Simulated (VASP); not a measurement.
# TiAl3 (I4/mmm) in VASP: further runs

The runs below take TiAl3 through single point, with PBEsol.

Everything below comes from runs of VASP 6.6.1. Logs are shortened: lines on timing, memory, paths and dates and some standing lists are left out, and cuts for length are marked.

### Step 1. The cell of the first run

Symmetry: I4/mmm, No. 139, tetragonal system. Conventional cell: a = 3.822 Å, b = 3.822 Å, c = 8.561 Å, α = 90.00°, β = 90.00°, γ = 90.00°. Ti (site symmetry 4/mmm) has 12 Al at 2.70 to 2.87 Å within 3.6 Å. Within 3.6 Å of Al (site symmetry 4/mmm) lie 4 Ti at 2.70 Å and 8 Al at 2.87 Å. Within 3.6 Å of Al (site symmetry -4m2) lie 8 Al at 2.70 to 2.87 Å and 4 Ti at 2.87 Å.

### Step 2. Single point, PBEsol

The input, INCAR:

```
SYSTEM = TiAl3
ALGO = Normal
EDIFF = 1E-6
ENCUT = 520
GGA = PS
ISIF = 2
ISMEAR = 0
LASPH = .True.
LCHARG = .False.
LREAL = .False.
LWAVE = .False.
NBANDS = 18
NELM = 80
PREC = Accurate
SIGMA = 0.1
```

The input, KPOINTS:

```
k-points
0
Gamma
  6 6 6
  0 0 0
```

The input, POSCAR:

```
TiAl3
1.0
   -1.9111067700      1.9111067700      4.2806687900
    1.9111067700     -1.9111067700      4.2806687900
    1.9111067700      1.9111067700     -4.2806687900
Ti Al
1 3
Direct
    0.0000000000      0.0000000000      0.0000000000
    0.5000000000      0.5000000000      0.0000000000
    0.7500000000      0.2500000000      0.5000000000
    0.2500000000      0.7500000000      0.5000000000
```

Potentials or basis: VASP PAW PBE potentials, release 64 (Ti_sv, Al).

Command:

```
$ cat potpaw_PBE.64/Ti_sv/POTCAR potpaw_PBE.64/Al/POTCAR > POTCAR
$ mpirun -np 1 vasp_std > vasp.out
```

OUTCAR:

```text
SYSTEM = TiAl3
   EDIFF = 1E-6
   ENCUT = 520
   GGA = PS
   ISIF = 2
   ISMEAR = 0
   LASPH = .True.
   LREAL = .False.
   NELM = 80
   PREC = Accurate

 ion  position               nearest neighbor table
   1  0.000  0.000  0.000-   2 2.70   2 2.70   2 2.70   2 2.70   4 2.87   3 2.87   4 2.87   4 2.87
                             3 2.87   3 2.87   4 2.87   3 2.87
   2  0.500  0.500  0.000-   1 2.70   1 2.70   1 2.70   1 2.70   4 2.87   3 2.87   4 2.87   3 2.87
                             4 2.87   4 2.87   3 2.87   3 2.87
   3  0.750  0.250  0.500-   4 2.70   4 2.70   4 2.70   4 2.70   2 2.87   1 2.87   2 2.87   1 2.87
                             2 2.87   2 2.87   1 2.87   1 2.87
   4  0.250  0.750  0.500-   3 2.70   3 2.70   3 2.70   3 2.70   2 2.87   1 2.87   2 2.87   2 2.87
                             1 2.87   1 2.87   2 2.87   1 2.87

  LATTYP: Found a body centered tetragonal cell.
 ALAT       =     3.8222135400
 C/A-ratio  =     2.2398899199

  Lattice vectors:

 A1 = (  -1.9111067700,   1.9111067700,   4.2806687900)
 A2 = (   1.9111067700,  -1.9111067700,   4.2806687900)
 A3 = (   1.9111067700,   1.9111067700,  -4.2806687900)

Analysis of symmetry for initial positions (statically):
=====================================================================
 Subroutine PRICEL returns:
 Original cell was already a primitive cell.

 Routine SETGRP: Setting up the symmetry group for a
 body centered tetragonal supercell.

 Subroutine GETGRP returns: Found 16 space group operations
 (whereof 16 operations were pure point group operations)
 out of a pool of 16 trial point group operations.

The static configuration has the point symmetry D_4h.

Analysis of symmetry for dynamics (positions and initial velocities):
=====================================================================
 Subroutine PRICEL returns:
 Original cell was already a primitive cell.

 Routine SETGRP: Setting up the symmetry group for a
 body centered tetragonal supercell.

 Subroutine GETGRP returns: Found 16 space group operations
 (whereof 16 operations were pure point group operations)
 out of a pool of 16 trial point group operations.

The dynamic configuration has the point symmetry D_4h.

 Subroutine INISYM returns: Found 16 space group operations
 (whereof 16 operations are pure point group operations),
 and found     1 'primitive' translations

----------------------------------------------------------------------------------------

                                     Primitive cell
[... 98 lines left out ...]
   NSW    =      0    number of steps for IOM
   IBRION =     -1    ionic relax: 0-MD 1-quasi-New 2-CG
   NFREE  =      0    steps in history (QN), initial steepest desc. (CG)
   ISIF   =      2    stress and relaxation
   ISYM   =      2    0-nonsym 1-usesym 2-fastsym
   POTIM  = 0.5000    time-step for ionic-motion
   TEBEG  =    0.0;   TEEND  =   0.0 temperature during run
   PSTRESS=    0.0 pullay stress
   NELECT =      21.0000    total number of electrons
   NUPDOWN=      -1.0000    fix difference up-down
   EMIN   =  10.00;   EMAX   =-10.00  energy-range for DOS
   EFERMI =   0.00;   METHOD = LEGACY
   ISMEAR =     0;   SIGMA  =   0.10  broadening in eV -4-tet -1-fermi 0-gaus
   EFERMI_NEDOS =   21; number of points for ismear=-14 and -15
   IALGO  =     38    algorithm
   IMIX   =      4    mixing-type and parameters
     AMIX     =   0.40;   BMIX     =  1.00
     AMIX_MAG =   1.60;   BMIX_MAG =  1.00
  volume/ion in A,a.u.               =      15.63       105.51
  Fermi-wavevector in a.u.,A,eV,Ry     =   1.137891  2.150303 17.616776  1.294796
  Thomas-Fermi vector in A             =   2.274596
   LORBIT       =      0    0 simple, 1 ext, 2 COOP (PROOUT), +10 PAW based schemes
   GGA     = PS    functional components
   LHFCALC =     F    Hartree Fock is set to
   AEXX    =    0.0000 exact exchange contribution
   IVDW    =     0    specifies the selected vdW correction
   LEPSILON=     F    determine dielectric tensor
   LRPA    =     F    only Hartree local field effects (RPA)
 non-spin polarized calculation
 Gauss-broadening in eV      SIGMA  =   0.10
  energy-cutoff  :      520.00
  volume of cell :       62.54
 maximum number of plane-waves:      1697
 NGX is ok and might be reduce to    40
   NGX = 19   NGY = 19   NGZ = 19

 number of electron      20.9999999 magnetization

 Free energy of the ion-electron system (eV)
  ---------------------------------------------------
  ext. energy  EPLUGINS =         0.00000000
  ---------------------------------------------------
  free energy    TOTEN  =       -22.23678500 eV

  energy without entropy =      -22.23040979  energy(sigma->0) =      -22.23359740

 E-fermi :   8.2963     XC(G=0): -10.8779

 val. band max:        8.2790714966   @ k =   0.3333  -0.0000   0.0000
 cond. band min:       8.3446962215   @ k =  -0.3333  -0.3333   0.1667
 fundamental gap:      0.0656247249
 Fermi energy:         8.2963307521

 k-point     1 :       0.0000    0.0000    0.0000
  band No.  band energies     occupation
      1     -47.9282      2.00000
      2     -24.3536      2.00000
      3     -24.3536      2.00000
      4     -24.2576      2.00000
      5      -1.8270      2.00000
      6       5.4209      2.00000
[... 481 lines left out ...]
      5      -1.0381      2.00000
      6       2.8478      2.00000
[... 10 lines left out ...]
     17      13.3748      0.00000
     18      13.6778      0.00000

 [... further k-points ...]

------------------------ aborting loop because EDIFF is reached ----------------------------------------

  FORCE on cell =-STRESS in cart. coord.  units (eV):
  Direction    XX          YY          ZZ          XY          YZ          ZX
  --------------------------------------------------------------------------------------
  -------------------------------------------------------------------------------------
  Total       -0.1869514     -0.1869514     -0.0808493      0.0000000      0.0000000      0.0000000
  in kB       -4.7895831     -4.7895831     -2.0713098      0.0000000      0.0000000      0.0000000
  external PRESSURE =      -3.8834920 kB  Pullay stress =       0.0000000 kB

 VOLUME and BASIS-vectors are now :
 -----------------------------------------------------------------------------
  energy-cutoff  :      520.00
  volume of cell :       62.54
      direct lattice vectors                 reciprocal lattice vectors
    -1.911106770  1.911106770  4.280668790     0.000000000  0.261628501  0.116804178
     1.911106770 -1.911106770  4.280668790     0.261628501  0.000000000  0.116804178
     1.911106770  1.911106770 -4.280668790     0.261628501  0.261628501  0.000000000

 POSITION                                       TOTAL-FORCE (eV/Angst)
 -----------------------------------------------------------------------------------
      0.00000      0.00000      0.00000        -0.000000     -0.000000     -0.000000
      0.00000      0.00000      4.28067        -0.000000     -0.000000     -0.000000
      0.00000      1.91111      2.14033         0.000000     -0.000000     -0.000000
      1.91111      0.00000      2.14033        -0.000000      0.000000      0.000000
 -----------------------------------------------------------------------------------
    total drift:                               -0.000000     -0.000000      0.000000

  FREE ENERGIE OF THE ION-ELECTRON SYSTEM (eV)
  ---------------------------------------------------
  free  energy   TOTEN  =       -22.2367849992 eV

  energy  without entropy=      -22.2304097931  energy(sigma->0) =      -22.23359740
```

stdout:

```text
POSCAR found type information on POSCAR TiAl
 POSCAR found :  2 types and       4 ions
 scaLAPACK will be used
 -----------------------------------------------------------------------------
|                                                                             |
|                                                                             |
|     You enforced a specific xc type in the INCAR file but a different       |
|     I HOPE YOU KNOW WHAT YOU ARE DOING!                                     |
|                                                                             |
 -----------------------------------------------------------------------------

 LDA part: xc-table for (Slater+PW92), standard interpolation
 POSCAR, INCAR and KPOINTS ok, starting setup
 FFT: planning ... GRIDC
 FFT: planning ... GRID_SOFT
 FFT: planning ... GRID
 WAVECAR not read
 entering main loop
```

It took 86 s on 1 thread of Intel Xeon 6975P-C (Granite Rapids), shared host; peak memory 0.24 GiB.

What came out:

```yaml
Free_energy: -22.2368 eV
Pressure: -0.4 GPa
Band_gap_on_the_k_mesh: zero (an odd number of electrons rules out a gap without spin polarisation)
```

Stress tensor (GPa, compression positive):
```
-0.48  0.00  0.00
 0.00 -0.48  0.00
 0.00  0.00 -0.21
```

Levels at points of the mesh, in eV from the Fermi level:
```csv
k point,band 8,band 9,band 10,band 11,band 12,band 13,band 14,band 15
"(0.00, 0.00, 0.00)",-1.45,-1.24,-1.24,0.82,1.74,1.74,2.23,2.48
"(0.50, 0.00, 0.00)",-2.95,-1.08,-0.28,0.49,1.79,2.10,2.72,3.16
"(0.50, 0.50, 0.00)",-3.77,-2.72,-2.22,-1.01,1.76,1.92,2.69,2.83
"(0.50, 0.50, 0.50)",-0.92,-0.92,-0.25,0.69,0.69,0.94,3.06,4.77
```

Caveat: the PAW data sets were made with another functional, which shifts forces and pressure a little.

[end of part 1 of 2]
